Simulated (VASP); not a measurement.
Input of a VASP 6.6.1 run:

The input INCAR:

```
  PREC = Accurate
  ENCUT = 520
  EDIFF = 1E-6
  ISMEAR = -1
  SIGMA = 0.05
  LREAL = False
  LASPH = True
  NELM = 80
  ALGO = Normal
  ISIF = 2
  LWAVE = False
  LCHARG = True
  GGA = CA
  LELF = True
  LVHAR = True
  NBANDS = 14
```

File KPOINTS:

```
regular mesh
0
Gamma
  11 11 11
```

Contents of POSCAR:

```
HfN
1.0
    0.0000000000      2.2357657262      2.2357657262
    2.2357657262      0.0000000000      2.2357657262
    2.2357657262      2.2357657262      0.0000000000
Hf N
1 1
Direct
    0.0000000000      0.0000000000      0.0000000000
    0.5000000000      0.5000000000      0.5000000000
```

Potentials or basis: VASP PAW LDA potentials, release 64 (Hf_pv, N).

Command:

```console
$ cat potpaw_LDA.64/Hf_pv/POTCAR potpaw_LDA.64/N/POTCAR > POTCAR
$ mpirun -np 1 vasp_std > vasp.out
```

Estimate the pressure.

-1.8 GPa.
